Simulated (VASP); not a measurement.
Wanted: the native input for a VASP 6.6.1 run.

* Task: single point
* Functional: PBE
* Potentials or basis: VASP PAW PBE potentials, release 64 (Cd)
* Cutoff: 520 eV
* k mesh: 5 × 5 × 2
* Occupations: methfessel-paxton, width 0.1 eV
* Spin: no spin polarisation
* Dipole correction: no
* Further INCAR settings: ALGO = Normal; EDIFF = 1e-06; NBANDS = 32

The structure of Cd lies in POSCAR:

```
Cd
1.0
    3.0930676400      0.0000000000      0.0000000000
   -1.5465338200      2.6786751500      0.0000000000
    0.0000000000      0.0000000000     10.4307369600
Cd
4
Direct
    0.0000000000      0.0000000000      0.0000000000
    0.3333333333      0.6666666667      0.2500000000
    0.0000000000      0.0000000000      0.5000000000
    0.6666666667      0.3333333333      0.7500000000
```

These files were run (other wordings do the same):

INCAR

```
  ALGO = Normal
  EDIFF = 1E-6
  ENCUT = 520
  GGA = PE
  ISIF = 2
  ISMEAR = 1
  LASPH = True
  LCHARG = True
  LELF = True
  LREAL = False
  LVHAR = True
  LWAVE = False
  NBANDS = 32
  NELM = 100
  PREC = Accurate
  SIGMA = 0.1
```

KPOINTS

```
k-points
0
Gamma
  5 5 2
```

Potentials or basis: VASP PAW PBE potentials, release 64 (Cd).

Run with:

```sh
$ cat potpaw_PBE.64/Cd/POTCAR > POTCAR
$ mpirun -np 1 vasp_std > vasp.out
```

It gave:

| Property | Result |
| --- | --- |
| Pressure | 2.1 GPa |
| Band gap on the k mesh | zero (band 24 reaches 3.28 eV, above the bottom of band 25 at 1.21 eV) |

Caveat: the k points lie up to 0.47 Å⁻¹ apart.

Run time: 25 s on 1 thread of AMD EPYC 9R14 (Zen 4) (shared host), peak memory 0.17 GiB.
